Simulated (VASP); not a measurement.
# KMgF3 (Pm-3m) in VASP: notebook

Runs on KMgF3. Level: r2SCAN. Tasks: single point.

All numbers are computed with VASP 6.6.1; they aren't measurements. Logs are shortened: lines on timing, memory, paths and dates and some standing lists are left out, and cuts for length are marked.

### Step 1. The cell of the first run

It takes space group Pm-3m (No. 221, cubic). The conventional cell has a = 3.980 Å, b = 3.980 Å, c = 3.980 Å, α = 90.00°, β = 90.00°, γ = 90.00°. K (site symmetry m-3m) has 12 F at 2.81 Å and 8 Mg at 3.45 Å within 3.7 Å. Within 2.6 Å of Mg (site symmetry m-3m) lie 6 F at 1.99 Å. F (site symmetry 4/mmm) has 2 Mg at 1.99 Å within 2.6 Å.

### Step 2. Single point, r2SCAN

Input file POSCAR:

```
KMgF3
1.0
    3.9802385405      0.0000000000      0.0000000000
    0.0000000000      3.9802385405      0.0000000000
    0.0000000000      0.0000000000      3.9802385405
K Mg F
1 1 3
Direct
    0.0000000000      0.0000000000      0.0000000000
    0.5000000000      0.5000000000      0.5000000000
    0.5000000000      0.5000000000      0.0000000000
    0.5000000000      0.0000000000      0.5000000000
    0.0000000000      0.5000000000      0.5000000000
```

Input file INCAR.step1:

```
SYSTEM = KMgF3
  ALGO = Normal
  EDIFF = 1E-4
  ENCUT = 520
  GGA = PE
  ISMEAR = 0
  LASPH = .TRUE.
  LCHARG = .FALSE.
  LREAL = .FALSE.
  LWAVE = .TRUE.
  NBANDS = 24
  NELM = 60
  PREC = Accurate
  SIGMA = 0.01
```

Input file INCAR.step2:

```
SYSTEM = KMgF3
  ALGO = Normal
  EDIFF = 1E-6
  ENCUT = 520
  ISIF = 2
  ISMEAR = 0
  ISTART = 1
  LASPH = .TRUE.
  LCHARG = .TRUE.
  LELF = .TRUE.
  LMIXTAU = .TRUE.
  LREAL = .FALSE.
  LVHAR = .TRUE.
  LWAVE = .FALSE.
  METAGGA = R2SCAN
  NBANDS = 24
  NELM = 60
  PREC = Accurate
  SIGMA = 0.01
```

Input file KPOINTS:

```
k-points
0
G
  6 6 6
  0 0 0
```

Potentials or basis: VASP PAW PBE potentials, release 64 (K_sv, Mg, F).

Command:

```console
> cat potpaw_PBE.64/K_sv/POTCAR potpaw_PBE.64/Mg/POTCAR potpaw_PBE.64/F/POTCAR > POTCAR
> cp INCAR.step1 INCAR
> mpirun -np 1 vasp_std > vasp.out
> cp INCAR.step2 INCAR
> mpirun -np 1 vasp_std > vasp.out
```

OUTCAR:

```text
SYSTEM = KMgF3
   EDIFF = 1E-6
   ENCUT = 520
   ISIF = 2
   ISMEAR = 0
   ISTART = 1
   LASPH = .TRUE.
   LREAL = .FALSE.
   METAGGA = R2SCAN
   NELM = 60
   PREC = Accurate

 ion  position               nearest neighbor table
   1  0.000  0.000  0.000-   3 2.81   4 2.81   5 2.81   4 2.81   5 2.81   3 2.81   5 2.81   5 2.81
                             3 2.81   4 2.81   4 2.81   3 2.81   2 3.45   2 3.45   2 3.45   2 3.45
   2  0.500  0.500  0.500-   3 1.99   4 1.99   5 1.99   3 1.99   4 1.99   5 1.99   1 3.45   1 3.45
                             1 3.45   1 3.45   1 3.45   1 3.45   1 3.45   1 3.45
   3  0.500  0.500  0.000-   2 1.99   2 1.99   1 2.81   1 2.81   1 2.81   1 2.81
   4  0.500  0.000  0.500-   2 1.99   2 1.99   1 2.81   1 2.81   1 2.81   1 2.81
   5  0.000  0.500  0.500-   2 1.99   2 1.99   1 2.81   1 2.81   1 2.81   1 2.81

  LATTYP: Found a simple cubic cell.
 ALAT       =     3.9802385405

  Lattice vectors:

 A1 = (   3.9802385405,   0.0000000000,   0.0000000000)
 A2 = (   0.0000000000,   3.9802385405,   0.0000000000)
 A3 = (   0.0000000000,   0.0000000000,   3.9802385405)

Analysis of symmetry for initial positions (statically):
=====================================================================
 Subroutine PRICEL returns:
 Original cell was already a primitive cell.

 Routine SETGRP: Setting up the symmetry group for a
 simple cubic supercell.

 Subroutine GETGRP returns: Found 48 space group operations
 (whereof 48 operations were pure point group operations)
 out of a pool of 48 trial point group operations.

The static configuration has the point symmetry O_h .

Analysis of symmetry for dynamics (positions and initial velocities):
=====================================================================
 Subroutine PRICEL returns:
 Original cell was already a primitive cell.

 Routine SETGRP: Setting up the symmetry group for a
 simple cubic supercell.

 Subroutine GETGRP returns: Found 48 space group operations
 (whereof 48 operations were pure point group operations)
 out of a pool of 48 trial point group operations.

The dynamic configuration has the point symmetry O_h .

 Subroutine INISYM returns: Found 48 space group operations
 (whereof 48 operations are pure point group operations),
 and found     1 'primitive' translations

----------------------------------------------------------------------------------------

                                     Primitive cell

  volume of cell :      63.0561

  direct lattice vectors                    reciprocal lattice vectors
     3.980238540  0.000000000  0.000000000     0.251241223  0.000000000  0.000000000
     0.000000000  3.980238540  0.000000000     0.000000000  0.251241223  0.000000000
     0.000000000  0.000000000  3.980238540     0.000000000  0.000000000  0.251241223

  length of vectors
     3.980238540  3.980238540  3.980238540     0.251241223  0.251241223  0.251241223

  position of ions in fractional coordinates (direct lattice)
     0.000000000  0.000000000  0.000000000
     0.500000000  0.500000000  0.500000000
     0.500000000  0.500000000  0.000000000
     0.500000000  0.000000000  0.500000000
     0.000000000  0.500000000  0.500000000

  ion indices of the primitive-cell ions
   primitive index   ion index
                 1           1
                 2           2
                 3           3
                 4           4
                 5           5

----------------------------------------------------------------------------------------

 KPOINTS: k-points

Automatic generation of k-mesh.
 Grid dimensions read from file:
 generate k-points for:    6    6    6

 Generating k-lattice:

  Cartesian coordinates                     Fractional coordinates (reciprocal lattice)
     0.041873537  0.000000000  0.000000000     0.166666667  0.000000000  0.000000000
     0.000000000  0.041873537  0.000000000     0.000000000  0.166666667  0.000000000
     0.000000000  0.000000000  0.041873537     0.000000000  0.000000000  0.166666667

  Length of vectors
     0.041873537  0.041873537  0.041873537

  Shift w.r.t. Gamma in fractional coordinates (k-lattice)
     0.000000000  0.000000000  0.000000000

 Subroutine IBZKPT returns following result:
 ===========================================

 Found     20 irreducible k-points:

 Following reciprocal coordinates:
            Coordinates               Weight
  0.000000  0.000000  0.000000      1.000000
  0.166667  0.000000  0.000000      6.000000
  0.333333  0.000000  0.000000      6.000000
  0.500000  0.000000  0.000000      3.000000
  0.166667  0.166667  0.000000     12.000000
  0.333333  0.166667  0.000000     24.000000
[... 12 lines left out ...]
  0.500000  0.500000  0.333333      6.000000
  0.500000  0.500000  0.500000      1.000000
   k-points           NKPTS =     20   k-points in BZ     NKDIM =     20   number of bands    NBANDS=     24
   number of dos      NEDOS =    301   number of ions     NIONS =      5
   total plane-waves  NPLWV =  27000
   dimension x,y,z NGX =    30 NGY =   30 NGZ =   30
   dimension x,y,z NGXF=    60 NGYF=   60 NGZF=   60
   ions per type =               1   1   3
   NGX,Y,Z   is equivalent  to a cutoff of  12.53, 12.53, 12.53 a.u.
   NGXF,Y,Z  is equivalent  to a cutoff of  25.06, 25.06, 25.06 a.u.
 SYSTEM =  KMgF3
   PREC   = accura    normal or accurate (medium, high low for compatibility)
   ISTART =      1    job   : 0-new  1-cont  2-samecut
   ICHARG =      0    charge: 1-file 2-atom 10-const
   ISPIN  =      1    spin polarized calculation?
   LNONCOLLINEAR =      F non collinear calculations
   LSORBIT =      F    spin-orbit coupling
   LASPH  =      T    aspherical Exc in radial PAW
   ENCUT  =  520.0 eV  38.22 Ry    6.18 a.u.   7.40  7.40  7.40*2*pi/ulx,y,z
   NELM   =     60;   NELMIN=  2; NELMDL=  0     # of ELM steps
   EDIFF  = 0.1E-05   stopping-criterion for ELM
   LREAL  =      F    real-space projection
   EDIFFG = 0.1E-04   stopping-criterion for IOM
   NSW    =      0    number of steps for IOM
   IBRION =     -1    ionic relax: 0-MD 1-quasi-New 2-CG
   NFREE  =      0    steps in history (QN), initial steepest desc. (CG)
   ISIF   =      2    stress and relaxation
   ISYM   =      2    0-nonsym 1-usesym 2-fastsym
   POTIM  = 0.5000    time-step for ionic-motion
   TEBEG  =    0.0;   TEEND  =   0.0 temperature during run
   PSTRESS=    0.0 pullay stress
   NELECT =      32.0000    total number of electrons
   NUPDOWN=      -1.0000    fix difference up-down
   EMIN   =  10.00;   EMAX   =-10.00  energy-range for DOS
   EFERMI =   0.00;   METHOD = LEGACY
   ISMEAR =     0;   SIGMA  =   0.01  broadening in eV -4-tet -1-fermi 0-gaus
   EFERMI_NEDOS =   21; number of points for ismear=-14 and -15
   IALGO  =     38    algorithm
   IMIX   =      4    mixing-type and parameters
     AMIX     =   0.40;   BMIX     =  1.00
     AMIX_MAG =   1.60;   BMIX_MAG =  1.00
  volume/ion in A,a.u.               =      12.61        85.10
  Fermi-wavevector in a.u.,A,eV,Ry     =   1.305817  2.467637 23.200091  1.705159
  Thomas-Fermi vector in A             =   2.436661
   LORBIT       =      0    0 simple, 1 ext, 2 COOP (PROOUT), +10 PAW based schemes
   METAGGA = R2SCAN    functional components
   LHFCALC =     F    Hartree Fock is set to
   AEXX    =    0.0000 exact exchange contribution
   IVDW    =     0    specifies the selected vdW correction
   LEPSILON=     F    determine dielectric tensor
   LRPA    =     F    only Hartree local field effects (RPA)
 non-spin polarized calculation
 Gauss-broadening in eV      SIGMA  =   0.01
  energy-cutoff  :      520.00
  volume of cell :       63.06
 maximum number of plane-waves:      1743
 NGX is ok and might be reduce to    30
   NGX = 15   NGY = 15   NGZ = 15

 number of electron      31.9999959 magnetization

 Free energy of the ion-electron system (eV)
  ---------------------------------------------------
  ext. energy  EPLUGINS =         0.00000000
  ---------------------------------------------------
  free energy    TOTEN  =       -37.41569355 eV

  energy without entropy =      -37.41569355  energy(sigma->0) =      -37.41569355

 E-fermi :  -2.0466     XC(G=0): -10.2272

 val. band max:       -2.1954371185   @ k =   0.5000   0.5000   0.5000
 cond. band min:       6.0863002297   @ k =   0.0000   0.0000   0.0000
 fundamental gap:      8.2817373482
 Fermi energy:        -2.0465918020

 k-point     1 :       0.0000    0.0000    0.0000
  band No.  band energies     occupation
      1     -28.7861      2.00000
      2     -23.4472      2.00000
      3     -22.8114      2.00000
      4     -22.8114      2.00000
      5     -11.5135      2.00000
      6     -11.5135      2.00000
[... 16 lines left out ...]
     23      13.0902      0.00000
     24      16.0601      0.00000

 k-point     2 :       0.1667    0.0000    0.0000
  band No.  band energies     occupation
      1     -28.7788      2.00000
      2     -23.4180      2.00000
      3     -22.8470      2.00000
      4     -22.8087      2.00000
      5     -11.5098      2.00000
      6     -11.4997      2.00000
[... 16 lines left out ...]
     23      13.0740      0.00000
     24      15.8865      0.00000

 k-point     3 :       0.3333    0.0000    0.0000
  band No.  band energies     occupation
      1     -28.7639      2.00000
      2     -23.3458      2.00000
      3     -22.9316      2.00000
      4     -22.8047      2.00000
      5     -11.5026      2.00000
      6     -11.4718      2.00000
[... 16 lines left out ...]
     23      12.9374      0.00000
     24      15.3803      0.00000
[... 406 lines left out ...]
 k-point    19 :       0.5000    0.5000    0.3333
  band No.  band energies     occupation
      1     -28.7258      2.00000
      2     -23.0019      2.00000
      3     -22.9938      2.00000
      4     -22.9938      2.00000
      5     -11.6712      2.00000
      6     -11.6712      2.00000
[... 16 lines left out ...]
     23      13.6626      0.00000
     24      13.6626      0.00000

 k-point    20 :       0.5000    0.5000    0.5000
  band No.  band energies     occupation
      1     -28.7224      2.00000
      2     -22.9895      2.00000
      3     -22.9895      2.00000
      4     -22.9895      2.00000
      5     -11.6986      2.00000
      6     -11.6986      2.00000
[... 16 lines left out ...]
     23      14.0705      0.00000
     24      14.0705      0.00000

------------------------ aborting loop because EDIFF is reached ----------------------------------------

  FORCE on cell =-STRESS in cart. coord.  units (eV):
  Direction    XX          YY          ZZ          XY          YZ          ZX
  --------------------------------------------------------------------------------------
  -------------------------------------------------------------------------------------
  Total       -0.2310927     -0.2310927     -0.2310927      0.0000000      0.0000000      0.0000000
  in kB       -5.8717754     -5.8717754     -5.8717754      0.0000000      0.0000000      0.0000000
  external PRESSURE =      -5.8717754 kB  Pullay stress =       0.0000000 kB

 VOLUME and BASIS-vectors are now :
 -----------------------------------------------------------------------------
  energy-cutoff  :      520.00
  volume of cell :       63.06
      direct lattice vectors                 reciprocal lattice vectors
     3.980238540  0.000000000  0.000000000     0.251241223  0.000000000  0.000000000
     0.000000000  3.980238540  0.000000000     0.000000000  0.251241223  0.000000000
     0.000000000  0.000000000  3.980238540     0.000000000  0.000000000  0.251241223

 POSITION                                       TOTAL-FORCE (eV/Angst)
 -----------------------------------------------------------------------------------
      0.00000      0.00000      0.00000         0.000000      0.000000      0.000000
      1.99012      1.99012      1.99012         0.000000      0.000000      0.000000
      1.99012      1.99012      0.00000         0.000000      0.000000      0.000000
      1.99012      0.00000      1.99012         0.000000      0.000000      0.000000
      0.00000      1.99012      1.99012         0.000000      0.000000      0.000000
 -----------------------------------------------------------------------------------
    total drift:                                0.000000      0.000000     -0.000000

  FREE ENERGIE OF THE ION-ELECTRON SYSTEM (eV)
  ---------------------------------------------------
  free  energy   TOTEN  =       -37.4156935467 eV

  energy  without entropy=      -37.4156935467  energy(sigma->0) =      -37.41569355
```

It took 67 s on 1 thread of Intel Xeon 6975P-C (Granite Rapids), shared host; peak memory 0.19 GiB.

What came out:

```
Free energy            : -37.4157 eV
Pressure               : -0.6 GPa
Band gap on the k mesh : 8.28 eV, indirect (least direct gap 8.60 eV)
```

Caveat: the PAW data sets were made with another functional, which shifts forces and pressure a little. r2SCAN opens gaps a little over a GGA but as a rule still falls short of measured ones.

### Step 3. Single point, r2SCAN (volume changed by +3%)

Edit POSCAR of step 2 so:

```diff
@@ -2,5 +2,5 @@
 1.0
-    3.9802385405      0.0000000000      0.0000000000
-    0.0000000000      3.9802385405      0.0000000000
-    0.0000000000      0.0000000000      3.9802385405
+    4.0196494059      0.0000000000      0.0000000000
+    0.0000000000      4.0196494059      0.0000000000
+    0.0000000000      0.0000000000      4.0196494059
 K Mg F
```

Input file INCAR.step1:

```
PREC = Accurate ; ENCUT = 520
ISMEAR = 0 ; SIGMA = 0.01
LREAL = False ; LASPH = True
NELM = 60 ; NBANDS = 24
GGA = PE ; ALGO = Normal
EDIFF = 1E-4 ; LWAVE = True
LCHARG = False
```

Input file INCAR.step2:

```
PREC = Accurate ; ENCUT = 520
EDIFF = 1E-7 ; ISMEAR = 0
SIGMA = 0.01 ; LREAL = False
LASPH = True ; NELM = 60
ALGO = Normal ; ISIF = 2
LWAVE = False ; LCHARG = True
METAGGA = R2SCAN ; LMIXTAU = True
LELF = True ; LVHAR = True
NBANDS = 24 ; ISTART = 1
```

Input file KPOINTS:

```
regular mesh
0
Gamma
  6 6 6
```

Potentials or basis: VASP PAW PBE potentials, release 64 (K_sv, Mg, F).

Command:

```console
> cat potpaw_PBE.64/K_sv/POTCAR potpaw_PBE.64/Mg/POTCAR potpaw_PBE.64/F/POTCAR > POTCAR
> cp INCAR.step1 INCAR
> mpirun -np 1 vasp_std > vasp.out
> cp INCAR.step2 INCAR
> mpirun -np 1 vasp_std > vasp.out
```

It took 54 s on 1 thread of Intel Xeon 6975P-C (Granite Rapids), shared host; peak memory 0.18 GiB.

It converged, with:

| Item | Value |
| --- | --- |
| Free energy | -37.3998 eV |
| Pressure | -2.7 GPa |
| Band gap on the k mesh | 8.05 eV, indirect (least direct gap 8.37 eV) |

Levels at points of the mesh, in eV from the valence-band top:
```csv
k point,band 13,band 14,band 15,band 16,band 17,band 18,band 19,band 20
"(0.00, 0.00, 0.00)",-0.61,-0.32,-0.32,-0.32,8.05,10.80,10.80,13.10
"(0.50, 0.00, 0.00)",-0.84,-0.83,-0.51,-0.51,10.84,11.21,11.83,13.65
"(0.50, 0.50, 0.00)",-0.99,-0.87,-0.87,-0.02,11.72,12.42,13.41,13.41
"(0.50, 0.50, 0.50)",-1.10,0.00,0.00,0.00,11.27,11.27,11.27,14.90
```

Caveat: the PAW data sets were made with another functional, which shifts forces and pressure a little. A k mesh can miss the band edges.

(Continued in part 2 of 2.)
